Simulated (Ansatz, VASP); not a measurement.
NaI in VASP and in Ansatz

```
Na I
1.0
     0.00000    3.23640    3.23640
     3.47913    0.00000    3.23640
     3.47913    3.23640    0.00000
Na I
1 1
Direct
  0.00000 0.00000 0.00000
  0.50000 0.50000 0.50000
```

Change from the starting cell: strain +0.0750 x Voigt [1, 0, 0, 0, 0, 0], atoms carried along.

Alike in both runs: task single point; functional r2SCAN; k mesh 6 × 6 × 6; occupations gaussian, width 0.05 eV; no spin polarisation.

|  | VASP | Ansatz |
| --- | --- | --- |
| version | VASP 6.6.1 | Ansatz 0.2.0 |
| potentials or method | VASP PAW PBE potentials, release 64 (Na_pv, I), cutoff 520 eV | scalar-relativistic, plane waves, PAW |
| valence electrons in the cell | 14 | 26 |

```tsv
	VASP	Ansatz	Ansatz less VASP
gap on the k mesh at the Fermi level (eV)	4.20	4.19	-0.008
least direct gap on the mesh (eV)	4.20	4.19	-0.008
pressure (GPa)	-1.0	-0.9	+0.03
traceless stress, the component that is largest in VASP (GPa)	-0.74	-0.73	+0.017
```

VASP's potentials were made for PBE, not for r2SCAN. With one functional, cell and mesh, what is left measures potentials, basis and numerics. VASP's potentials hold 14 valence electrons a cell and Ansatz's 26, so a difference there can come from the potentials and not from the codes.

Spin-orbit coupling is off throughout.
